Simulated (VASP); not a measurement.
# Si4N (R-3m) in VASP: notebook, part 2 of 2

VASP 6.6.1. Earlier steps stand in the parts before.

## Step 3: Single point, PBE

This run uses another cell than the first one, of 12.37 Å³/atom.

Input file INCAR:

```
PREC = Accurate
ENCUT = 520
EDIFF = 1E-6
ISMEAR = 0
SIGMA = 0.1
LREAL = False
LASPH = True
NELM = 60
ALGO = Normal
ISIF = 2
LWAVE = False
LCHARG = False
GGA = PE
NBANDS = 18
```

Input file KPOINTS:

```
Automatic mesh
0
Gamma
  18 18 18
```

Input file POSCAR:

```
Si4N
1.0
    1.4175226314      0.8184070728      8.8878270789
   -1.4175226314      0.8184070728      8.8878270789
    0.0000000000     -1.6368141457      8.8878270789
Si N
4 1
Direct
    0.3827845764      0.3827845764      0.3827845764
    0.7909141352      0.7909141352      0.7909141352
    0.2090858648      0.2090858648      0.2090858648
    0.6172154236      0.6172154236      0.6172154236
    0.0000000000      0.0000000000      0.0000000000
```

Potentials or basis: VASP PAW PBE potentials, release 64 (Si, N).

Launch:

```
$ cat potpaw_PBE.64/Si/POTCAR potpaw_PBE.64/N/POTCAR > POTCAR
$ mpirun -np 1 vasp_std > vasp.out
```

OUTCAR:

```text
PREC = Accurate
   ENCUT = 520
   EDIFF = 1E-6
   ISMEAR = 0
   LREAL = False
   LASPH = True
   NELM = 60
   ISIF = 2
   GGA = PE

 ion  position               nearest neighbor table
   1  0.383  0.383  0.383-   5 2.10   5 2.10   5 2.10   2 2.58   2 2.58   2 2.58   4 3.10   4 3.10
                             4 3.10
   2  0.791  0.791  0.791-   1 2.58   1 2.58   1 2.58   3 2.79   3 2.79   3 2.79
   3  0.209  0.209  0.209-   4 2.58   4 2.58   4 2.58   2 2.79   2 2.79   2 2.79
   4  0.617  0.617  0.617-   5 2.10   5 2.10   5 2.10   3 2.58   3 2.58   3 2.58   1 3.10   1 3.10
                             1 3.10
   5  0.000  0.000  0.000-   4 2.10   4 2.10   1 2.10   1 2.10   4 2.10   1 2.10

  LATTYP: Found a trigonal (rhomboedric) cell.
 ALAT       =     9.0372911169
 COS(alpha) =     0.9507945222

  Lattice vectors:

 A1 = (   1.4175226314,   0.8184070728,   8.8878270789)
 A2 = (  -1.4175226314,   0.8184070728,   8.8878270789)
 A3 = (   0.0000000000,  -1.6368141457,   8.8878270789)

Analysis of symmetry for initial positions (statically):
=====================================================================
 Subroutine PRICEL returns:
 Original cell was already a primitive cell.

 Routine SETGRP: Setting up the symmetry group for a
 trigonal (rhombohedral) supercell.

 Subroutine GETGRP returns: Found 12 space group operations
 (whereof 12 operations were pure point group operations)
 out of a pool of 12 trial point group operations.

The static configuration has the point symmetry D_3d.

Analysis of symmetry for dynamics (positions and initial velocities):
=====================================================================
 Subroutine PRICEL returns:
 Original cell was already a primitive cell.

 Routine SETGRP: Setting up the symmetry group for a
 trigonal (rhombohedral) supercell.

 Subroutine GETGRP returns: Found 12 space group operations
 (whereof 12 operations were pure point group operations)
 out of a pool of 12 trial point group operations.

The dynamic configuration has the point symmetry D_3d.
[... 128 lines left out ...]
  Thomas-Fermi vector in A             =   2.278698
   LORBIT       =      0    0 simple, 1 ext, 2 COOP (PROOUT), +10 PAW based schemes
   GGA     = PE    functional components
   LHFCALC =     F    Hartree Fock is set to
   AEXX    =    0.0000 exact exchange contribution
   IVDW    =     0    specifies the selected vdW correction
   LEPSILON=     F    determine dielectric tensor
   LRPA    =     F    only Hartree local field effects (RPA)
 non-spin polarized calculation
 Gauss-broadening in eV      SIGMA  =   0.10
  energy-cutoff  :      520.00
  volume of cell :       61.87
 maximum number of plane-waves:      1689
 NGX is ok and might be reduce to    70
   NGX = 33   NGY = 33   NGZ = 33

 number of electron      21.0000001 magnetization

 Free energy of the ion-electron system (eV)
  ---------------------------------------------------
  ext. energy  EPLUGINS =         0.00000000
  ---------------------------------------------------
  free energy    TOTEN  =       -27.61481376 eV

  energy without entropy =      -27.60764097  energy(sigma->0) =      -27.61122737

 E-fermi :  10.7857     XC(G=0): -11.5020

 val. band max:       10.7837722969   @ k =   0.1667   0.1111   0.1111
 cond. band min:      10.7866029425   @ k =  -0.4444  -0.4444   0.3333
 fundamental gap:      0.0028306455
 Fermi energy:        10.7856918957

 k-point     1 :       0.0000    0.0000    0.0000
  band No.  band energies     occupation
      1      -8.6833      2.00000
      2      -3.0491      2.00000
      3      -2.8205      2.00000
      4       1.5579      2.00000
      5       1.9322      2.00000
      6       7.6897      2.00000
[... 481 lines left out ...]
      5       3.0381      2.00000
      6       4.3594      2.00000
[... 10 lines left out ...]
     17      16.6833      0.00000
     18      17.5318      0.00000

 [... further k-points ...]

------------------------ aborting loop because EDIFF is reached ----------------------------------------

  FORCE on cell =-STRESS in cart. coord.  units (eV):
  Direction    XX          YY          ZZ          XY          YZ          ZX
  --------------------------------------------------------------------------------------
  -------------------------------------------------------------------------------------
  Total        0.0025275      0.0025275      0.0007252      0.0000000     -0.0000000      0.0000000
  in kB        0.0654566      0.0654566      0.0187801      0.0000000     -0.0000000      0.0000000
  external PRESSURE =       0.0498978 kB  Pullay stress =       0.0000000 kB

 VOLUME and BASIS-vectors are now :
 -----------------------------------------------------------------------------
  energy-cutoff  :      520.00
  volume of cell :       61.87
      direct lattice vectors                 reciprocal lattice vectors
     1.417522631  0.818407073  8.887827079     0.352728055  0.203647637  0.037504480
    -1.417522631  0.818407073  8.887827079    -0.352728055  0.203647637  0.037504480
     0.000000000 -1.636814146  8.887827079     0.000000000 -0.407295274  0.037504480

 POSITION                                       TOTAL-FORCE (eV/Angst)
 -----------------------------------------------------------------------------------
      0.00000     -0.00000     10.20637         0.000000     -0.000000      0.004483
      0.00000     -0.00000     21.08852         0.000000     -0.000000      0.000332
      0.00000     -0.00000      5.57496         0.000000      0.000000     -0.000332
      0.00000     -0.00000     16.45711         0.000000      0.000000     -0.004483
      0.00000      0.00000      0.00000         0.000000     -0.000000     -0.000000
 -----------------------------------------------------------------------------------
    total drift:                                0.000000      0.000000     -0.000000

  FREE ENERGIE OF THE ION-ELECTRON SYSTEM (eV)
  ---------------------------------------------------
  free  energy   TOTEN  =       -27.6148137621 eV

  energy  without entropy=      -27.6076409680  energy(sigma->0) =      -27.61122737
```

stdout:

```text
POSCAR found type information on POSCAR SiN
 POSCAR found :  2 types and       5 ions
 scaLAPACK will be used
 LDA part: xc-table for (Slater+PW92), standard interpolation
 POSCAR, INCAR and KPOINTS ok, starting setup
 FFT: planning ... GRIDC
 FFT: planning ... GRID_SOFT
 FFT: planning ... GRID
 WAVECAR not read
 entering main loop
```

Wall time 44 min (1 thread of Intel Xeon 6975P-C (Granite Rapids), shared host); peak memory 1 GiB.

What came out:

```
Free energy            : -27.6148 eV
Pressure               : 0.0 GPa
Largest force          : 0.004 eV/Å
Band gap on the k mesh : zero (an odd number of electrons rules out a gap without spin polarisation)
```

Forces in eV/Å, atoms in the order of the input:
```
Si   0.000  0.000  0.004
Si   0.000  0.000  0.000
Si   0.000  0.000  0.000
Si   0.000  0.000 -0.004
N    0.000  0.000  0.000
```
